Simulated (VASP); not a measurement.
# SnO2 (C2/m) in VASP: notebook

The runs below take SnO2 through single point, with PBE+D3(BJ).

All numbers are computed with VASP 6.6.1; they aren't measurements. Logs are shortened: lines on timing, memory, paths and dates and some standing lists are left out, and cuts for length are marked.

## 1. The cell of the first run

It takes space group C2/m (No. 12, monoclinic). The conventional cell has a = 5.607 Å, b = 3.237 Å, c = 13.069 Å, α = 90.00°, β = 99.88°, γ = 90.00°. Sn (site symmetry 2/m) has 6 O at 2.12 Å within 2.8 Å. Sn (site symmetry m) has 6 O at 2.12 Å within 2.8 Å. Within 2.8 Å of O (site symmetry m) lie 3 Sn at 2.12 Å and 3 O at 2.72 Å. Within 2.8 Å of O (site symmetry m) lie 3 Sn at 2.12 Å and 4 O at 2.34 to 2.72 Å. O (site symmetry m) has 3 Sn at 2.12 Å and 3 O at 2.72 Å within 2.8 Å.

## 2. Single point, PBE+D3(BJ)

The input, INCAR:

```
ALGO = Normal
EDIFF = 1E-6
ENCUT = 520
GGA = PE
ISIF = 2
ISMEAR = 0
IVDW = 12
LASPH = True
LCHARG = True
LELF = True
LREAL = False
LVHAR = True
LWAVE = False
NBANDS = 49
NELM = 100
PREC = Accurate
SIGMA = 0.05
```

The input, KPOINTS:

```
k-points
0
Gamma
  9 9 2
```

The input, POSCAR:

```
SnO2
1.0
   -3.2372529198      0.0000000000      0.0000000000
   -1.6186264599     -2.8035432670      0.0000000000
   -2.9135276278     -1.6821259603     12.8754773976
Sn O
3 6
Direct
    0.3666766667      0.3666766667      0.4999833333
    0.9000100000     -0.0999900000      0.1666500000
   -0.1666566667     -0.1666566667      0.8333166667
    0.5205166556      0.5205166556      0.2435833518
    0.4538499889     -0.5461500111      0.9102500185
   -0.0128166778     -0.0128166778      0.5769166852
    0.2128366778      0.2128366778      0.7563833148
    0.7461700111     -0.2538299889      0.4230499815
    0.2795033444      0.2795033444      0.0897166482
```

Potentials or basis: VASP PAW PBE potentials, release 64 (Sn_d, O).

Launch:

```bash
$ cat potpaw_PBE.64/Sn_d/POTCAR potpaw_PBE.64/O/POTCAR > POTCAR
$ mpirun -np 1 vasp_std > vasp.out
```

OUTCAR:

```text
EDIFF = 1E-6
   ENCUT = 520
   GGA = PE
   ISIF = 2
   ISMEAR = 0
   IVDW = 12
   LASPH = True
   LREAL = False
   NELM = 100
   PREC = Accurate
 IVDW          = 12

 ion  position               nearest neighbor table
   1  0.367  0.367  0.500-   8 2.12   8 2.12   8 2.12   6 2.12   6 2.12   6 2.12
   2  0.900  0.900  0.167-   9 2.12   4 2.12   9 2.12   4 2.12   9 2.12   4 2.12
   3  0.833  0.833  0.833-   5 2.12   5 2.12   5 2.12   7 2.12   7 2.12   7 2.12
   4  0.521  0.521  0.244-   2 2.12   2 2.12   2 2.12
   5  0.454  0.454  0.910-   3 2.12   3 2.12   3 2.12
   6  0.987  0.987  0.577-   1 2.12   1 2.12   1 2.12
   7  0.213  0.213  0.756-   3 2.12   3 2.12   3 2.12
   8  0.746  0.746  0.423-   1 2.12   1 2.12   1 2.12
   9  0.280  0.280  0.090-   2 2.12   2 2.12   2 2.12

  LATTYP: Found a base centered monoclinic cell.
 ALAT       =     5.6070865340
 B/A-ratio  =     0.5773502692
 C/A-ratio  =     2.3308650591
 COS(beta)  =    -0.1716101061

  Lattice vectors:

 A1 = (  -3.2372529198,   0.0000000000,   0.0000000000)
 A2 = (  -1.6186264599,  -2.8035432670,   0.0000000000)
 A3 = (   1.9423517519,   1.1214173067,  12.8754773976)

Analysis of symmetry for initial positions (statically):
=====================================================================
 Subroutine PRICEL returns:
 Original cell was already a primitive cell.

 Routine SETGRP: Setting up the symmetry group for a
 base centered monoclinic supercell.

 Subroutine GETGRP returns: Found  4 space group operations
 (whereof  2 operations were pure point group operations)
 out of a pool of  4 trial point group operations.

The static configuration has the point symmetry C_1h.
 The point group associated with its full space group is C_2h.

Analysis of symmetry for dynamics (positions and initial velocities):
=====================================================================
 Subroutine PRICEL returns:
 Original cell was already a primitive cell.

 Routine SETGRP: Setting up the symmetry group for a
 base centered monoclinic supercell.

 Subroutine GETGRP returns: Found  4 space group operations
 (whereof  2 operations were pure point group operations)
 out of a pool of  4 trial point group operations.

The dynamic configuration has the point symmetry C_1h.
 The point group associated with its full space group is C_2h.

 Subroutine INISYM returns: Found  4 space group operations
 (whereof  2 operations are pure point group operations),
 and found     1 'primitive' translations

----------------------------------------------------------------------------------------

                                     Primitive cell

  volume of cell :     116.8550

  direct lattice vectors                    reciprocal lattice vectors
    -3.237252920  0.000000000  0.000000000    -0.308903884  0.178345741 -0.046600214
    -1.618626460 -2.803543267  0.000000000     0.000000000 -0.356691481 -0.046600214
    -2.913527628 -1.682125960 12.875477398     0.000000000  0.000000000  0.077667023

  length of vectors
     3.237252920  3.237252920 13.307746210     0.359722661  0.359722661  0.077667023

  position of ions in fractional coordinates (direct lattice)
     0.366676667  0.366676667  0.499983333
     0.900010000  0.900010000  0.166650000
     0.833343333  0.833343333  0.833316667
     0.520516656  0.520516656  0.243583352
     0.453849989  0.453849989  0.910250019
     0.987183322  0.987183322  0.576916685
     0.212836678  0.212836678  0.756383315
     0.746170011  0.746170011  0.423049982
     0.279503344  0.279503344  0.089716648

  ion indices of the primitive-cell ions
   primitive index   ion index
                 1           1
                 2           2
                 3           3
                 4           4
                 5           5
                 6           6
                 7           7
                 8           8
                 9           9

----------------------------------------------------------------------------------------

 KPOINTS: k-points

Automatic generation of k-mesh.
 Grid dimensions read from file:
 generate k-points for:    9    9    2

 Generating k-lattice:

  Cartesian coordinates                     Fractional coordinates (reciprocal lattice)
    -0.034322654  0.019816193 -0.005177802     0.111111111  0.000000000  0.000000000
     0.000000000 -0.039632387 -0.005177802     0.000000000  0.111111111  0.000000000
     0.000000000  0.000000000  0.038833512     0.000000000  0.000000000  0.500000000

  Length of vectors
     0.039969185  0.039969185  0.038833512

  Shift w.r.t. Gamma in fractional coordinates (k-lattice)
     0.000000000  0.000000000  0.000000000

 Subroutine IBZKPT returns following result:
 ===========================================

 Found     50 irreducible k-points:

 Following reciprocal coordinates:
            Coordinates               Weight
  0.000000  0.000000  0.000000      1.000000
  0.111111  0.000000  0.000000      4.000000
  0.222222  0.000000  0.000000      4.000000
  0.333333  0.000000  0.000000      4.000000
  0.444444  0.000000  0.000000      4.000000
  0.111111  0.111111  0.000000      2.000000
[... 16 lines left out ...]
 -0.333333  0.333333 -0.000000      2.000000
  0.444444  0.444444  0.000000      2.000000
 [... further k-points ...]
   k-points           NKPTS =     50   k-points in BZ     NKDIM =     50   number of bands    NBANDS=     49
   number of dos      NEDOS =    301   number of ions     NIONS =      9
   total plane-waves  NPLWV =  57600
   dimension x,y,z NGX =    24 NGY =   24 NGZ =  100
   dimension x,y,z NGXF=    48 NGYF=   48 NGZF=  200
   ions per type =               3   6
   NGX,Y,Z   is equivalent  to a cutoff of  12.32, 12.32, 12.49 a.u.
   NGXF,Y,Z  is equivalent  to a cutoff of  24.65, 24.65, 24.98 a.u.
 SYSTEM =  unknown system
   PREC   = accura    normal or accurate (medium, high low for compatibility)
   ISTART =      0    job   : 0-new  1-cont  2-samecut
   ICHARG =      2    charge: 1-file 2-atom 10-const
   ISPIN  =      1    spin polarized calculation?
   LNONCOLLINEAR =      F non collinear calculations
   LSORBIT =      F    spin-orbit coupling
   LASPH  =      T    aspherical Exc in radial PAW
   ENCUT  =  520.0 eV  38.22 Ry    6.18 a.u.   6.02  6.02 24.74*2*pi/ulx,y,z
   NELM   =    100;   NELMIN=  2; NELMDL= -5     # of ELM steps
   EDIFF  = 0.1E-05   stopping-criterion for ELM
   LREAL  =      F    real-space projection
   EDIFFG = 0.1E-04   stopping-criterion for IOM
   NSW    =      0    number of steps for IOM
   IBRION =     -1    ionic relax: 0-MD 1-quasi-New 2-CG
   NFREE  =      0    steps in history (QN), initial steepest desc. (CG)
   ISIF   =      2    stress and relaxation
   ISYM   =      2    0-nonsym 1-usesym 2-fastsym
   POTIM  = 0.5000    time-step for ionic-motion
   TEBEG  =    0.0;   TEEND  =   0.0 temperature during run
   PSTRESS=    0.0 pullay stress
   NELECT =      78.0000    total number of electrons
   NUPDOWN=      -1.0000    fix difference up-down
   EMIN   =  10.00;   EMAX   =-10.00  energy-range for DOS
   EFERMI =   0.00;   METHOD = LEGACY
   ISMEAR =     0;   SIGMA  =   0.05  broadening in eV -4-tet -1-fermi 0-gaus
   EFERMI_NEDOS =   21; number of points for ismear=-14 and -15
   IALGO  =     38    algorithm
   IMIX   =      4    mixing-type and parameters
     AMIX     =   0.40;   BMIX     =  1.00
     AMIX_MAG =   1.60;   BMIX_MAG =  1.00
  volume/ion in A,a.u.               =      12.98        87.62
  Fermi-wavevector in a.u.,A,eV,Ry     =   1.430729  2.703685 27.850916  2.046985
  Thomas-Fermi vector in A             =   2.550542
   LORBIT       =      0    0 simple, 1 ext, 2 COOP (PROOUT), +10 PAW based schemes
   GGA     = PE    functional components
   LHFCALC =     F    Hartree Fock is set to
   AEXX    =    0.0000 exact exchange contribution
   IVDW    =    12    specifies the selected vdW correction
   LEPSILON=     F    determine dielectric tensor
   LRPA    =     F    only Hartree local field effects (RPA)
 non-spin polarized calculation
 Gauss-broadening in eV      SIGMA  =   0.05
  energy-cutoff  :      520.00
  volume of cell :      116.85
 maximum number of plane-waves:      3188
   NGX = 13   NGY = 13   NGZ = 49

 number of electron      78.0000007 magnetization

 Free energy of the ion-electron system (eV)
  ---------------------------------------------------
  ext. energy  EPLUGINS =         0.00000000
  ---------------------------------------------------
  free energy    TOTEN  =       -54.05893779 eV

  energy without entropy =      -54.05893779  energy(sigma->0) =      -54.05893779

 E-fermi :   5.5635     XC(G=0): -10.7173

 val. band max:        5.2968535737   @ k =  -0.4444   0.3333   0.0000
 cond. band min:       6.4289970475   @ k =   0.0000   0.0000   0.0000
 fundamental gap:      1.1321434737
 Fermi energy:         5.5635456597

 k-point     1 :       0.0000    0.0000    0.0000
  band No.  band energies     occupation
      1     -15.3738      2.00000
      2     -15.3663      2.00000
      3     -15.3227      2.00000
      4     -15.1162      2.00000
      5     -15.1154      2.00000
      6     -15.1151      2.00000
[... 41 lines left out ...]
     48      15.6762      0.00000
     49      15.7545      0.00000

 k-point     2 :       0.1111    0.0000    0.0000
  band No.  band energies     occupation
      1     -15.3307      2.00000
      2     -15.3241      2.00000
      3     -15.2804      2.00000
      4     -15.2145      2.00000
      5     -15.2085      2.00000
      6     -15.1698      2.00000
[... 41 lines left out ...]
     48      15.3436      0.00000
     49      15.9317      0.00000

 k-point     3 :       0.2222    0.0000    0.0000
  band No.  band energies     occupation
      1     -15.5076      2.00000
      2     -15.4902      2.00000
      3     -15.4562      2.00000
      4     -15.1737      2.00000
      5     -15.1704      2.00000
      6     -15.1229      2.00000
[... 1081 lines left out ...]
     48      15.0716      0.00000
     49      15.1456      0.00000

 k-point    24 :       0.4444    0.4444    0.0000
  band No.  band energies     occupation
      1     -15.9112      2.00000
      2     -15.8867      2.00000
      3     -15.8568      2.00000
      4     -15.0858      2.00000
      5     -15.0832      2.00000
      6     -15.0398      2.00000
[... 41 lines left out ...]
     48      15.2277      0.00000
     49      16.2230      0.00000

 [... further k-points ...]

------------------------ aborting loop because EDIFF is reached ----------------------------------------

 Edisp (eV)   -1.80989

 E8    (eV) :    -0.7200

  FORCE on cell =-STRESS in cart. coord.  units (eV):
  Direction    XX          YY          ZZ          XY          YZ          ZX
  --------------------------------------------------------------------------------------
  -------------------------------------------------------------------------------------
  Total       0.15701     0.16327     4.10448    -0.00542     0.32498     0.56289
  in kB       2.15267     2.23853    56.27584    -0.07436     4.45578     7.71765
  external pressure =       20.22 kB  Pullay stress =        0.00 kB

 VOLUME and BASIS-vectors are now :
 -----------------------------------------------------------------------------
  energy-cutoff  :      520.00
  volume of cell :      116.85
      direct lattice vectors                 reciprocal lattice vectors
    -3.237252920  0.000000000  0.000000000    -0.308903884  0.178345741 -0.046600214
    -1.618626460 -2.803543267  0.000000000     0.000000000 -0.356691481 -0.046600214
    -2.913527628 -1.682125960 12.875477398     0.000000000  0.000000000  0.077667023

 POSITION                                       TOTAL-FORCE (eV/Angst)
 -----------------------------------------------------------------------------------
     -3.23725     -1.86903      6.43752         0.000000     -0.000000      0.000000
     -4.85588     -2.80354      2.14570        -0.012143     -0.007011      0.454542
     -6.47451     -3.73806     10.72935         0.012143      0.007011     -0.454542
     -3.23725     -1.86903      3.13625         0.005723      0.003304      0.047858
     -4.85588     -2.80354     11.71990        -0.249358     -0.143967     -0.826680
     -6.47451     -3.73806      7.42808        -0.000081     -0.000047      0.056827
     -3.23725     -1.86903      9.73880        -0.005723     -0.003304     -0.047858
     -4.85588     -2.80354      5.44697         0.000081      0.000047     -0.056827
     -1.61863     -0.93451      1.15514         0.249358      0.143967      0.826680
 -----------------------------------------------------------------------------------
    total drift:                               -0.000048     -0.000028      0.000026

  FREE ENERGIE OF THE ION-ELECTRON SYSTEM (eV)
  ---------------------------------------------------
  free  energy   TOTEN  =       -55.8688241035 eV

  energy  without entropy=      -55.8688241035  energy(sigma->0) =      -55.86882410
```

It took 2.8 min on 1 thread of AMD EPYC 9R45 (Zen 5), shared host; peak memory 0.33 GiB.

What came out:

| Property | Result |
| --- | --- |
| Free energy | -55.8688 eV |
| Pressure | 2.0 GPa |
| Largest force | 0.875 eV/Å |
| Band gap on the k mesh | 1.13 eV, indirect (least direct gap 1.32 eV) |
| Dispersion energy per atom | -0.201 eV |

Forces on the atoms (eV/Å):
```
Sn   0.000  0.000  0.000
Sn  -0.012 -0.007  0.455
Sn   0.012  0.007 -0.455
O    0.006  0.003  0.048
O   -0.249 -0.144 -0.827
O    0.000  0.000  0.057
O   -0.006 -0.003 -0.048
O    0.000  0.000 -0.057
O    0.249  0.144  0.827
```

Caveat: spin-orbit coupling is left out, which moves the levels of the heavy elements. A k mesh can miss the band edges.

[end of part 1 of 4]
